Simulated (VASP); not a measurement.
Write the native input for VASP 6.6.1 that does the following.

| Quantity | Value |
| --- | --- |
| Task | single point |
| Functional | r2SCAN |
| Potentials or basis | VASP PAW PBE potentials, release 64 (Na_pv, H) |
| Cutoff | 520 eV |
| k mesh | 8 × 8 × 8 |
| Occupations | fermi-dirac, width 0.2 eV |
| Spin | no spin polarisation |
| Dipole correction | no |
| Further INCAR settings | ALGO = Normal; EDIFF = 1e-07; NBANDS = 11 |

The system is NaH.

```
CELL_PARAMETERS angstrom
-0.26967 2.39703 2.43898
2.39703 -0.26967 2.43898
2.12737 2.12737 0.00000
ATOMIC_POSITIONS crystal
Na 0.00000 0.00000 0.00000
H 0.50000 0.50000 0.50000
```

This cell differs from its parent crystal: engineering shear strain xy -0.2250, normal strain along z +0.0175.

The input as run:

POSCAR

```
NaH
1.0
   -0.2696660593      2.3970316378      2.4389796915
    2.3970316378     -0.2696660593      2.4389796915
    2.1273655785      2.1273655785      0.0000000000
Na H
1 1
Direct
    0.0000000000      0.0000000000      0.0000000000
    0.5000000000      0.5000000000      0.5000000000
```

INCAR.step1

```
PREC = Accurate ; ENCUT = 520
ISMEAR = -1 ; SIGMA = 0.2
LREAL = False ; LASPH = True
NELM = 80 ; NBANDS = 11
GGA = PE ; ALGO = Normal
EDIFF = 1E-4 ; LWAVE = True
LCHARG = False
```

INCAR.step2

```
PREC = Accurate ; ENCUT = 520
EDIFF = 1E-7 ; ISMEAR = -1
SIGMA = 0.2 ; LREAL = False
LASPH = True ; NELM = 80
ALGO = Normal ; ISIF = 2
LWAVE = False ; LCHARG = True
METAGGA = R2SCAN ; LMIXTAU = True
LELF = True ; LVHAR = True
NBANDS = 11 ; ISTART = 1
```

KPOINTS

```
regular mesh
0
Gamma
  8 8 8
```

Potentials or basis: VASP PAW PBE potentials, release 64 (Na_pv, H).

The run is started by

```console
$ cat potpaw_PBE.64/Na_pv/POTCAR potpaw_PBE.64/H/POTCAR > POTCAR
$ cp INCAR.step1 INCAR
$ mpirun -np 1 vasp_std > vasp.out
$ cp INCAR.step2 INCAR
$ mpirun -np 1 vasp_std > vasp.out
```

Results of the run:

| Quantity | Value |
| --- | --- |
| Pressure | -0.4 GPa |
| Band gap on the k mesh | 3.50 eV (least direct gap 5.02 eV) |

Caveat: the cell differs from its parent crystal (engineering shear strain xy -0.2250, normal strain along z +0.0175); the PAW data sets were made with another functional, which shifts forces and pressure a little.

Wall time 62 s on 1 thread of Intel(R) Xeon(R) 6975P-C (Granite Rapids), with other jobs on the host, peak memory 0.16 GiB.
